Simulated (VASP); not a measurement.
Input of a VASP 6.6.1 run:

File INCAR:

```
SYSTEM = GaAs
PREC     = Accurate       ! precision mode
ENCUT    = 520            ! plane-wave cutoff, eV
EDIFF    = 1E-7           ! SCF threshold, eV
ISMEAR   = 0              ! smearing method
SIGMA    = 0.01           ! smearing width, eV
LREAL    = .False.        ! projectors in reciprocal space
LASPH    = .True.         ! aspherical terms in the spheres
NELM     = 100            ! most SCF steps
ALGO     = Normal         ! electronic algorithm
ISIF     = 2              ! what is computed and relaxed
LWAVE    = .False.        ! write WAVECAR
LCHARG   = .False.        ! write CHGCAR
GGA      = CA             ! functional
NBANDS   = 16             ! bands
```

Contents of KPOINTS:

```
regular mesh
0
Gamma
  12 12 12
  0 0 0
```

File POSCAR:

```
GaAs
1.0
    0.0000000000      2.8015378572      2.8015378572
    2.8015378572      0.0000000000      2.8015378572
    2.8015378572      2.8015378572      0.0000000000
Ga As
1 1
Direct
    0.0000000000      0.0000000000      0.0000000000
    0.7500000000      0.7500000000      0.7500000000
```

Potentials or basis: VASP PAW LDA potentials, release 64 (Ga_d, As).

Launch:

```console
$ cat potpaw_LDA.64/Ga_d/POTCAR potpaw_LDA.64/As/POTCAR > POTCAR
$ mpirun -np 1 vasp_std > vasp.out
```

Q: Predict the band gap on the k mesh.

A: 0.54 eV.

Q: Predict the pressure.

A: 0.3 GPa.

A k mesh can miss the band edges.
